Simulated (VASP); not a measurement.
Set up this calculation in VASP 6.6.1, as the native input.

| Item | Value |
| --- | --- |
| Task | relaxation of cell and atoms |
| Functional | PBE |
| Potentials or basis | VASP PAW PBE potentials, release 64 (Ni, Al) |
| Cutoff | 600 eV |
| k mesh | 14 × 14 × 14 |
| Occupations | fermi-dirac, width 0.05 eV |
| Spin | no spin polarisation |
| Dipole correction | no |
| Further INCAR settings | ALGO = Normal; EDIFF = 1e-06; IBRION = 2; EDIFFG = -0.005; NSW = 60; ISIF = 3 |

The structure of AlNi (rocksalt type) lies in POSCAR:

```
AlNi
1.0
    0.0000000000      2.4244436911      2.4244436911
    2.4244436911      0.0000000000      2.4244436911
    2.4244436911      2.4244436911      0.0000000000
Ni Al
1 1
Direct
    0.0000000000      0.0000000000      0.0000000000
    0.5000000000      0.5000000000      0.5000000000
```

The input as run:

INCAR

```
SYSTEM = AlNi
PREC = Accurate
ENCUT = 600
EDIFF = 1E-6
ISMEAR = -1
SIGMA = 0.05
LREAL = .FALSE.
LASPH = .TRUE.
NELM = 100
ALGO = Normal
ISIF = 3
LWAVE = .FALSE.
LCHARG = .FALSE.
GGA = PE
IBRION = 2
NSW = 60
EDIFFG = -0.005
```

KPOINTS

```
regular mesh
0
G
  14 14 14
  0 0 0
```

Potentials or basis: VASP PAW PBE potentials, release 64 (Ni, Al).

Run with:

```sh
$ cat potpaw_PBE.64/Ni/POTCAR potpaw_PBE.64/Al/POTCAR > POTCAR
$ mpirun -np 1 vasp_std > vasp.out
```

Results of the run:

```yaml
Relaxed_volume: 14.33 Å³/atom
Relaxed_cell: a = 3.435 Å, b = 3.435 Å, c = 3.435 Å, α = 60.00°, β = 60.00°, γ = 60.00°
Space_group_after_relaxing_to_0.05_Å: Fm-3m (No. 225)
Energy_gained_by_relaxing: 0.2 meV/atom
Ionic_steps: 3
Pressure_after_relaxing: 0.0 GPa
```

Wall time 61 s on 1 thread of Intel(R) Xeon(R) Platinum 8488C (Sapphire Rapids) (shared host), peak memory 0.19 GiB.
